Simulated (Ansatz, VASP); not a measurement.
One calculation of AlCo3, two programs

```xyz
4
Lattice="3.5749 0.0000 0.0000 0.0000 3.5749 0.0000 0.0000 0.0000 3.5749" Properties=species:S:1:pos:R:3 pbc="T T T"
Al    0.0000    0.0000    0.0000
Co    1.7875    1.7875    0.0000
Co    1.7875    0.0000    1.7875
Co    0.0000    1.7875    1.7875
```

Alike in both runs: task single point; functional r2SCAN; k mesh 12 × 12 × 12; occupations methfessel-paxton of order 1, width 0.2 eV; collinear spin.

|  | VASP | Ansatz |
| --- | --- | --- |
| version | VASP 6.6.1 | Ansatz 0.2.0 |
| potentials or method | VASP PAW PBE potentials, release 64 (Al, Co), cutoff 520 eV | scalar-relativistic, plane waves, PAW |
| valence electrons in the cell | 30 | 54 |

```csv
,VASP,Ansatz,Ansatz less VASP
gap on the k mesh at the Fermi level (eV),none,none,-
pressure (GPa),1.3,1.5,+0.20
net moment per atom (μB),1.13,1.14,+0.009
size of the moment on the site where the two differ most (μB),0.04,0.06,+0.024
```

VASP's potentials were made for PBE, not for r2SCAN. Site moments also hang on the region over which each program counts them. A gap of «none» marks a metal or a gap that the smearing closes. The functional is the same, so the differences come from potentials, cutoffs and numerics. VASP's potentials hold 30 valence electrons a cell and Ansatz's 54, so a difference there can come from the potentials and not from the codes. Ansatz's warnings: stability check not made.
